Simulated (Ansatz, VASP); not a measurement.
**Si in VASP and in Ansatz**

INCAR

```
  PREC = Accurate
  ENCUT = 500
  EDIFF = 1E-6
  ISMEAR = 0
  SIGMA = 0.1
  LREAL = F
  LASPH = T
  NELM = 120
  ALGO = Normal
  ISIF = 2
  LWAVE = F
  LCHARG = F
  GGA = PE
  NBANDS = 16
  GGA_COMPAT = F
```

File KPOINTS:

```
regular mesh
0
Gamma
  4 4 6
```

The input POSCAR:

```
Si
1.0
    2.9016544500     -3.1417077200      0.0000000000
    2.9016544500      3.1417077200      0.0000000000
    0.0000000000      0.0000000000      3.4243864000
Si
4
Direct
    0.4726468500      0.1522683100      0.8654439000
    0.5273531500      0.8477316900      0.3654439000
    0.8477316900      0.5273531500      0.6345561000
    0.1522683100      0.4726468500      0.1345561000
```

Input for Ansatz:

```yaml
crystal:
  lattice:
    - [2.90165445, -3.14170772, 0.0]
    - [2.90165445, 3.14170772, 0.0]
    - [0.0, 0.0, 3.4243864]
  atoms:
    - { symbol: Si, position: [0.47264685, 0.15226831, 0.8654439] }
    - { symbol: Si, position: [0.52735315, 0.84773169, 0.3654439] }
    - { symbol: Si, position: [0.84773169, 0.52735315, 0.6345561] }
    - { symbol: Si, position: [0.15226831, 0.47264685, 0.1345561] }
basis:
  ecutwfc: 420
kpoints:
  mp_grid: { grid: [4, 4, 6] }
hamiltonian:
  xc: pbe
scf:
  occupations: { method: gaussian, width: 0.1 }
  lower_state_search: "off"
output:
  forces: true
  stress: true
  eigenvalues: true
```

Alike in both runs: task single point; functional PBE; k mesh 4 × 4 × 6; occupations gaussian, width 0.1 eV; no spin polarisation.

|  | VASP | Ansatz |
| --- | --- | --- |
| version | VASP 6.6.1 | Ansatz 0.2.0 |
| potentials or method | VASP PAW PBE potentials, release 64 (Si), cutoff 500 eV | scalar-relativistic, plane waves, PAW |
| valence electrons in the cell | 16 | 16 |

Ansatz gave:

| Item | Value |
| --- | --- |
| gap on the k mesh at the Fermi level (eV) | none |
| rms of the force components (eV/Å) | 0.442 |

What did VASP give for the same quantities?

gap on the k mesh at the Fermi level (eV): none; rms of the force components (eV/Å): 0.441.

Atom by atom the forces differ by 0.003 eV/Å (rms over components). A gap of «none» marks a metal or a gap that the smearing closes.

The k mesh is coarse, so the values compare programs but aren't converged.
